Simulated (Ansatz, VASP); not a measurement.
One calculation of Hf, two programs

```xyz
1
Lattice="0.0000 2.2200 2.1534 2.2200 0.0000 2.1534 2.2200 2.2200 0.0000" Properties=species:S:1:pos:R:3 pbc="T T T"
Hf    0.0000    0.0000    0.0000
```

Change from the starting cell: zz strain of -3 %, PAW files.

Alike in both runs: task electric field gradients; functional LDA; k mesh 13 × 13 × 13; occupations fermi-dirac, width 0.03 eV; no spin polarisation.

|  | VASP | Ansatz |
| --- | --- | --- |
| version | VASP 6.6.1 | Ansatz 0.2.0 |
| potentials or method | VASP PAW LDA potentials, release 64 (Hf_pv) | PAW with Ansatz's default frozen-core files, scalar-relativistic |
| plane-wave cutoff (eV) | 520 | 420 |
| valence electrons in the cell | 10 | 26 |

```tsv
	VASP	Ansatz	Ansatz less VASP
pressure (GPa)	-2.3	-2.4	-0.03
traceless stress, the component that is largest in VASP (GPa)	0.56	0.57	+0.015
size of Vzz on the site where it differs most (V/Å²)	25.2	28.2	+2.95
```

LDA's correlation is that of Perdew and Zunger in VASP and of Perdew and Wang (1992) in Ansatz. VASP's potentials hold 10 valence electrons a cell and Ansatz's 26, so a difference there can come from the potentials and not from the codes.

Spin-orbit coupling is off throughout.
